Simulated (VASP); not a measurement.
Wanted: the native input for a VASP 6.6.1 run.

* Task: single point
* Functional: r2SCAN
* Potentials or basis: VASP PAW PBE potentials, release 64 (Al, Ga_d, N)
* Cutoff: 520 eV
* k mesh: 8 × 8 × 6
* Occupations: gaussian, width 0.05 eV
* Spin: no spin polarisation
* Dipole correction: no
* Further INCAR settings: ALGO = Normal; EDIFF = 1e-06; NBANDS = 21

The system is AlGaN2.

```
Al Ga N
1.0
     3.18153    0.00000    0.00000
     0.00000    3.18153    0.00000
     0.00000    0.00000    4.30363
Al Ga N
1 1 2
Direct
  0.50000 0.50000 0.50000
  0.00000 0.00000 0.00000
  0.50000 0.00000 0.73908
  0.00000 0.50000 0.26092
```

This cell differs from its parent crystal: ratio of the length along z to the lengths across it x 0.96, volume and fractional coordinates fixed.

One way to write it, as run:

POSCAR

```
AlGaN2
1.0
    3.1815252811      0.0000000000      0.0000000000
    0.0000000000      3.1815252811      0.0000000000
    0.0000000000      0.0000000000      4.3036267180
Al Ga N
1 1 2
Direct
    0.5000000000      0.5000000000      0.5000000000
    0.0000000000      0.0000000000      0.0000000000
    0.5000000000      0.0000000000      0.7390831718
    0.0000000000      0.5000000000      0.2609168282
```

INCAR.step1

```
PREC = Accurate ; ENCUT = 520
ISMEAR = 0 ; SIGMA = 0.05
LREAL = False ; LASPH = True
NELM = 80 ; NBANDS = 21
GGA = PE ; ALGO = Normal
EDIFF = 1E-4 ; LWAVE = True
LCHARG = False
```

INCAR.step2

```
PREC = Accurate ; ENCUT = 520
EDIFF = 1E-6 ; ISMEAR = 0
SIGMA = 0.05 ; LREAL = False
LASPH = True ; NELM = 80
ALGO = Normal ; ISIF = 2
LWAVE = False ; LCHARG = True
METAGGA = R2SCAN ; LMIXTAU = True
LELF = True ; LVHAR = True
NBANDS = 21 ; ISTART = 1
```

KPOINTS

```
Automatic mesh
0
Gamma
  8 8 6
```

Potentials or basis: VASP PAW PBE potentials, release 64 (Al, Ga_d, N).

Launch:

```bash
$ cat potpaw_PBE.64/Al/POTCAR potpaw_PBE.64/Ga_d/POTCAR potpaw_PBE.64/N/POTCAR > POTCAR
$ cp INCAR.step1 INCAR
$ mpirun -np 1 vasp_std > vasp.out
$ cp INCAR.step2 INCAR
$ mpirun -np 1 vasp_std > vasp.out
```

It gave:

```
Pressure               : 0.1 GPa
Largest force          : 0.157 eV/Å
Band gap on the k mesh : 3.42 eV
```

Caveat: the PAW data sets were made with another functional, which shifts forces and pressure a little.

Run time: 3.3 min on 1 thread of Intel Xeon 8259CL, on a shared host, peak memory 0.2 GiB.
